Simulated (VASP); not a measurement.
Wanted: the native input for a VASP 6.6.1 run.

- Task: single point
- Functional: LDA
- Potentials or basis: VASP PAW LDA potentials, release 64 (C)
- Cutoff: 520 eV
- k mesh: 12 × 12 × 3
- Occupations: fermi-dirac, width 0.05 eV
- Spin: no spin polarisation
- Dipole correction: no
- Further INCAR settings: ALGO = Normal; EDIFF = 1e-06; NBANDS = 36

The structure of C lies in POSCAR:

```
C
1.0
    2.4922841890      0.0000000000      0.0000000000
   -1.2461420945      2.1583814211      0.0000000000
    0.0000000000      0.0000000000     12.2930829658
C
12
Direct
    0.6666666667      0.3333333333      0.3549391847
    0.3333333333      0.6666666667      0.8549391847
    0.6666666667      0.3333333333      0.1450608153
    0.3333333333      0.6666666667      0.6450608153
    0.6666666667      0.3333333333      0.4792314227
    0.3333333333      0.6666666667      0.9792314227
    0.6666666667      0.3333333333      0.0207685773
    0.3333333333      0.6666666667      0.5207685773
    0.0000000000      0.0000000000      0.8131402249
    0.0000000000      0.0000000000      0.3131402249
    0.0000000000      0.0000000000      0.6868597751
    0.0000000000      0.0000000000      0.1868597751
```

One way to write it, as run:

INCAR

```
  ALGO = Normal
  EDIFF = 1E-6
  ENCUT = 520
  ISIF = 2
  ISMEAR = -1
  LASPH = True
  LCHARG = True
  LELF = True
  LREAL = False
  LVHAR = True
  LWAVE = False
  NBANDS = 36
  NELM = 100
  PREC = Accurate
  SIGMA = 0.05
```

KPOINTS

```
k-points
0
Gamma
  12 12 3
```

Potentials or basis: VASP PAW LDA potentials, release 64 (C).

Launch:

```bash
$ cat potpaw_LDA.64/C/POTCAR > POTCAR
$ mpirun -np 1 vasp_std > vasp.out
```

It gave:

```json
{"Pressure": "1.6 GPa", "Largest force": "0.004 eV/Å", "Band gap on the k mesh": "4.50 eV, indirect (least direct gap 5.41 eV)"}
```

Wall time 2.6 min on 1 thread of AMD EPYC 7R13 (shared host), peak memory 0.15 GiB.
